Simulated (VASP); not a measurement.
# LiF (k06) (Fm-3m) in VASP: single point with PBEsol

Aim: the single point of LiF (k06) with PBEsol.

All numbers are computed with VASP 6.6.1; they aren't measurements. Logs are shortened: lines on timing, memory, paths and dates and some standing lists are left out, and cuts for length are marked.

**1. The cell of the first run**

Symmetry: Fm-3m, No. 225, cubic system. Conventional cell: a = 4.007 Å, b = 4.007 Å, c = 4.007 Å, α = 90.00°, β = 90.00°, γ = 90.00°. Within 2.7 Å of Li (site symmetry m-3m) lie 6 F at 2.00 Å. Within 2.7 Å of F (site symmetry m-3m) lie 6 Li at 2.00 Å.

**2. Single point, PBEsol**

Contents of INCAR:

```
SYSTEM = LiF
  PREC = Accurate
  ENCUT = 750
  EDIFF = 1E-6
  ISMEAR = 0
  SIGMA = 0.02
  LREAL = .FALSE.
  LASPH = .TRUE.
  NELM = 120
  ALGO = Normal
  ISIF = 2
  LWAVE = .FALSE.
  LCHARG = .FALSE.
  GGA = PS
  NBANDS = 12
  GGA_COMPAT = .FALSE.
```

Contents of KPOINTS:

```
regular mesh
0
G
  14 14 14
  0 0 0
```

Contents of POSCAR:

```
LiF
1.0
    0.0000000000      2.0032854698      2.0032854698
    2.0032854698      0.0000000000      2.0032854698
    2.0032854698      2.0032854698      0.0000000000
Li F
1 1
Direct
    0.0000000000      0.0000000000      0.0000000000
    0.5000000000      0.5000000000      0.5000000000
```

Potentials or basis: VASP PAW PBE potentials, release 64 (Li_sv, F).

Launch:

```console
cat potpaw_PBE.64/Li_sv/POTCAR potpaw_PBE.64/F/POTCAR > POTCAR
mpirun -np 1 vasp_std > vasp.out
```

OUTCAR:

```text
SYSTEM = LiF
   PREC = Accurate
   ENCUT = 750
   EDIFF = 1E-6
   ISMEAR = 0
   LREAL = .FALSE.
   LASPH = .TRUE.
   NELM = 120
   ISIF = 2
   GGA = PS

 ion  position               nearest neighbor table
   1  0.000  0.000  0.000-   2 2.00   2 2.00   2 2.00   2 2.00   2 2.00   2 2.00
   2  0.500  0.500  0.500-   1 2.00   1 2.00   1 2.00   1 2.00   1 2.00   1 2.00

  LATTYP: Found a face centered cubic cell.
 ALAT       =     4.0065709396

  Lattice vectors:

 A1 = (   0.0000000000,   2.0032854698,   2.0032854698)
 A2 = (   2.0032854698,   0.0000000000,   2.0032854698)
 A3 = (   2.0032854698,   2.0032854698,   0.0000000000)

Analysis of symmetry for initial positions (statically):
=====================================================================
 Subroutine PRICEL returns:
 Original cell was already a primitive cell.

 Routine SETGRP: Setting up the symmetry group for a
 face centered cubic supercell.

 Subroutine GETGRP returns: Found 48 space group operations
 (whereof 48 operations were pure point group operations)
 out of a pool of 48 trial point group operations.

The static configuration has the point symmetry O_h .

Analysis of symmetry for dynamics (positions and initial velocities):
=====================================================================
 Subroutine PRICEL returns:
 Original cell was already a primitive cell.

 Routine SETGRP: Setting up the symmetry group for a
 face centered cubic supercell.

 Subroutine GETGRP returns: Found 48 space group operations
 (whereof 48 operations were pure point group operations)
 out of a pool of 48 trial point group operations.

The dynamic configuration has the point symmetry O_h .

 Subroutine INISYM returns: Found 48 space group operations
 (whereof 48 operations are pure point group operations),
 and found     1 'primitive' translations

----------------------------------------------------------------------------------------

                                     Primitive cell

  volume of cell :      16.0790

  direct lattice vectors                    reciprocal lattice vectors
     0.000000000  2.003285470  2.003285470    -0.249589990  0.249589990  0.249589990
     2.003285470  0.000000000  2.003285470     0.249589990 -0.249589990  0.249589990
     2.003285470  2.003285470  0.000000000     0.249589990  0.249589990 -0.249589990

  length of vectors
     2.833073481  2.833073481  2.833073481     0.432302543  0.432302543  0.432302543

  position of ions in fractional coordinates (direct lattice)
     0.000000000  0.000000000  0.000000000
     0.500000000  0.500000000  0.500000000

  ion indices of the primitive-cell ions
   primitive index   ion index
                 1           1
                 2           2

----------------------------------------------------------------------------------------

 KPOINTS: regular mesh

Automatic generation of k-mesh.
 Grid dimensions read from file:
 generate k-points for:   14   14   14

 Generating k-lattice:

  Cartesian coordinates                     Fractional coordinates (reciprocal lattice)
    -0.017827856  0.017827856  0.017827856     0.071428571  0.000000000  0.000000000
     0.017827856 -0.017827856  0.017827856     0.000000000  0.071428571  0.000000000
     0.017827856  0.017827856 -0.017827856     0.000000000  0.000000000  0.071428571

  Length of vectors
     0.030878753  0.030878753  0.030878753

  Shift w.r.t. Gamma in fractional coordinates (k-lattice)
     0.000000000  0.000000000  0.000000000

 Subroutine IBZKPT returns following result:
 ===========================================

 Found    104 irreducible k-points:

 Following reciprocal coordinates:
            Coordinates               Weight
  0.000000  0.000000  0.000000      1.000000
  0.071429  0.000000  0.000000      8.000000
  0.142857  0.000000  0.000000      8.000000
  0.214286  0.000000  0.000000      8.000000
  0.285714  0.000000  0.000000      8.000000
  0.357143  0.000000  0.000000      8.000000
[... 16 lines left out ...]
  0.214286  0.142857  0.000000     24.000000
  0.285714  0.142857  0.000000     24.000000
 [... further k-points ...]
   k-points           NKPTS =    104   k-points in BZ     NKDIM =    104   number of bands    NBANDS=     12
   number of dos      NEDOS =    301   number of ions     NIONS =      2
   total plane-waves  NPLWV =  21952
   dimension x,y,z NGX =    28 NGY =   28 NGZ =   28
   dimension x,y,z NGXF=    56 NGYF=   56 NGZF=   56
   ions per type =               1   1
   NGX,Y,Z   is equivalent  to a cutoff of  16.43, 16.43, 16.43 a.u.
   NGXF,Y,Z  is equivalent  to a cutoff of  32.86, 32.86, 32.86 a.u.
 SYSTEM =  LiF
   PREC   = accura    normal or accurate (medium, high low for compatibility)
   ISTART =      0    job   : 0-new  1-cont  2-samecut
   ICHARG =      2    charge: 1-file 2-atom 10-const
   ISPIN  =      1    spin polarized calculation?
   LNONCOLLINEAR =      F non collinear calculations
   LSORBIT =      F    spin-orbit coupling
   LASPH  =      T    aspherical Exc in radial PAW
   ENCUT  =  750.0 eV  55.12 Ry    7.42 a.u.   6.33  6.33  6.33*2*pi/ulx,y,z
   NELM   =    120;   NELMIN=  2; NELMDL= -5     # of ELM steps
   EDIFF  = 0.1E-05   stopping-criterion for ELM
   LREAL  =      F    real-space projection
   EDIFFG = 0.1E-04   stopping-criterion for IOM
   NSW    =      0    number of steps for IOM
   IBRION =     -1    ionic relax: 0-MD 1-quasi-New 2-CG
   NFREE  =      0    steps in history (QN), initial steepest desc. (CG)
   ISIF   =      2    stress and relaxation
   ISYM   =      2    0-nonsym 1-usesym 2-fastsym
   POTIM  = 0.5000    time-step for ionic-motion
   TEBEG  =    0.0;   TEEND  =   0.0 temperature during run
   PSTRESS=    0.0 pullay stress
   NELECT =      10.0000    total number of electrons
   NUPDOWN=      -1.0000    fix difference up-down
   EMIN   =  10.00;   EMAX   =-10.00  energy-range for DOS
   EFERMI =   0.00;   METHOD = LEGACY
   ISMEAR =     0;   SIGMA  =   0.02  broadening in eV -4-tet -1-fermi 0-gaus
   EFERMI_NEDOS =   21; number of points for ismear=-14 and -15
   IALGO  =     38    algorithm
   IMIX   =      4    mixing-type and parameters
     AMIX     =   0.40;   BMIX     =  1.00
     AMIX_MAG =   1.60;   BMIX_MAG =  1.00
  volume/ion in A,a.u.               =       8.04        54.25
  Fermi-wavevector in a.u.,A,eV,Ry     =   1.397404  2.640711 26.568614  1.952738
  Thomas-Fermi vector in A             =   2.520664
   LORBIT       =      0    0 simple, 1 ext, 2 COOP (PROOUT), +10 PAW based schemes
   GGA     = PS    functional components
   LHFCALC =     F    Hartree Fock is set to
   AEXX    =    0.0000 exact exchange contribution
   IVDW    =     0    specifies the selected vdW correction
   LEPSILON=     F    determine dielectric tensor
   LRPA    =     F    only Hartree local field effects (RPA)
 non-spin polarized calculation
 Gauss-broadening in eV      SIGMA  =   0.02
  energy-cutoff  :      750.00
  volume of cell :       16.08
 maximum number of plane-waves:       760
 NGX is ok and might be reduce to    28
   NGX = 13   NGY = 13   NGZ = 13

 number of electron      10.0000004 magnetization

 Free energy of the ion-electron system (eV)
  ---------------------------------------------------
  ext. energy  EPLUGINS =         0.00000000
  ---------------------------------------------------
  free energy    TOTEN  =        -9.85765058 eV

  energy without entropy =       -9.85765058  energy(sigma->0) =       -9.85765058

 E-fermi :  -0.9299     XC(G=0): -10.2832

 val. band max:       -1.0201761532   @ k =  -0.0714   0.0714   0.0000
 cond. band min:       8.0276835658   @ k =   0.0000   0.0000   0.0000
 fundamental gap:      9.0478597190
 Fermi energy:        -0.9299385342

 k-point     1 :       0.0000    0.0000    0.0000
  band No.  band energies     occupation
      1     -41.1785      2.00000
      2     -20.9273      2.00000
      3      -1.0209      2.00000
      4      -1.0209      2.00000
      5      -1.0209      2.00000
      6       8.0277      0.00000
      7      23.0187      0.00000
      8      23.0187      0.00000
      9      23.0187      0.00000
     10      23.2532      0.00000
     11      23.2532      0.00000
     12      23.2532      0.00000

 k-point     2 :       0.0714    0.0000    0.0000
  band No.  band energies     occupation
      1     -41.1751      2.00000
      2     -20.9064      2.00000
      3      -1.1781      2.00000
      4      -1.0333      2.00000
      5      -1.0333      2.00000
      6       8.1843      0.00000
      7      21.0617      0.00000
      8      22.1413      0.00000
      9      22.1414      0.00000
     10      24.0029      0.00000
     11      24.0029      0.00000
     12      24.1598      0.00000

 k-point     3 :       0.1429    0.0000    0.0000
  band No.  band energies     occupation
      1     -41.1656      2.00000
      2     -20.8472      2.00000
      3      -1.5955      2.00000
      4      -1.0679      2.00000
      5      -1.0679      2.00000
      6       8.5836      0.00000
      7      19.0324      0.00000
      8      21.0567      0.00000
      9      21.0567      0.00000
     10      24.7622      0.00000
     11      24.8792      0.00000
     12      24.8792      0.00000

 k-point     4 :       0.2143    0.0000    0.0000
  band No.  band energies     occupation
      1     -41.1519      2.00000
      2     -20.7593      2.00000
      3      -2.1515      2.00000
      4      -1.1169      2.00000
      5      -1.1169      2.00000
      6       9.0627      0.00000
      7      17.4430      0.00000
      8      20.0048      0.00000
      9      20.0048      0.00000
     10      25.5449      0.00000
     11      25.9195      0.00000
     12      25.9195      0.00000

 k-point     5 :       0.2857    0.0000    0.0000
  band No.  band energies     occupation
      1     -41.1367      2.00000
      2     -20.6585      2.00000
      3      -2.7206      2.00000
      4      -1.1697      2.00000
      5      -1.1697      2.00000
      6       9.4436      0.00000
      7      16.4004      0.00000
      8      19.1025      0.00000
      9      19.1025      0.00000
     10      26.5333      0.00000
     11      27.1436      0.00000
     12      27.1436      0.00000
[... 228 lines left out ...]
      1     -41.1696      2.00000
      2     -20.8725      2.00000
      3      -1.3804      2.00000
      4      -1.1313      2.00000
      5      -1.0202      2.00000
      6       8.4278      0.00000
      7      19.9256      0.00000
      8      20.9410      0.00000
      9      21.8801      0.00000
     10      23.6330      0.00000
     11      24.2553      0.00000
     12      25.8194      0.00000

 k-point    22 :       0.1429    0.1429    0.0000
  band No.  band energies     occupation
      1     -41.1615      2.00000
      2     -20.8165      2.00000
      3      -1.5623      2.00000
      4      -1.2227      2.00000
      5      -1.2227      2.00000
      6       8.8589      0.00000
      7      19.9140      0.00000
      8      20.5225      0.00000
      9      20.5225      0.00000
     10      20.7094      0.00000
     11      27.5951      0.00000
     12      27.5951      0.00000

 k-point    23 :       0.2143    0.1429    0.0000
  band No.  band energies     occupation
      1     -41.1514      2.00000
      2     -20.7464      2.00000
      3      -1.9522      2.00000
      4      -1.3147      2.00000
      5      -1.2873      2.00000
      6       9.3328      0.00000
      7      18.2390      0.00000
      8      19.8806      0.00000
      9      20.0309      0.00000
     10      21.1687      0.00000
     11      28.5996      0.00000
     12      28.6962      0.00000

 k-point    24 :       0.2857    0.1429    0.0000
  band No.  band energies     occupation
      1     -41.1383      2.00000
      2     -20.6536      2.00000
      3      -2.4552      2.00000
      4      -1.3919      2.00000
      5      -1.3686      2.00000
      6       9.8529      0.00000
      7      16.7979      0.00000
      8      19.1154      0.00000
      9      19.4670      0.00000
     10      22.2265      0.00000
     11      29.4123      0.00000
     12      29.4854      0.00000

 [... further k-points ...]
[... 5 lines left out ...]
  --------------------------------------------------------------------------------------
  -------------------------------------------------------------------------------------
  Total       -0.0325413     -0.0325413     -0.0325413      0.0000000      0.0000000      0.0000000
  in kB       -3.2425488     -3.2425488     -3.2425488      0.0000000      0.0000000      0.0000000
  external PRESSURE =      -3.2425488 kB  Pullay stress =       0.0000000 kB

 VOLUME and BASIS-vectors are now :
 -----------------------------------------------------------------------------
  energy-cutoff  :      750.00
  volume of cell :       16.08
      direct lattice vectors                 reciprocal lattice vectors
     0.000000000  2.003285470  2.003285470    -0.249589990  0.249589990  0.249589990
     2.003285470  0.000000000  2.003285470     0.249589990 -0.249589990  0.249589990
     2.003285470  2.003285470  0.000000000     0.249589990  0.249589990 -0.249589990

 POSITION                                       TOTAL-FORCE (eV/Angst)
 -----------------------------------------------------------------------------------
      0.00000      0.00000      0.00000         0.000000      0.000000      0.000000
      2.00329      2.00329      2.00329        -0.000000     -0.000000     -0.000000
 -----------------------------------------------------------------------------------
    total drift:                                0.000000      0.000000      0.000000

  FREE ENERGIE OF THE ION-ELECTRON SYSTEM (eV)
  ---------------------------------------------------
  free  energy   TOTEN  =        -9.8576505764 eV

  energy  without entropy=       -9.8576505764  energy(sigma->0) =       -9.85765058
```

Run time: 55 s. Hardware: 1 thread of Intel Xeon 8259CL, shared host; peak memory 0.17 GiB.

Results:

```yaml
Free_energy: -9.8577 eV
Pressure: -0.3 GPa
Band_gap_on_the_k_mesh: 9.05 eV, indirect (the least direct gap lies 0.7 meV higher)
```

Caveat: the PAW data sets were made with another functional, which shifts forces and pressure a little. A k mesh can miss the band edges.
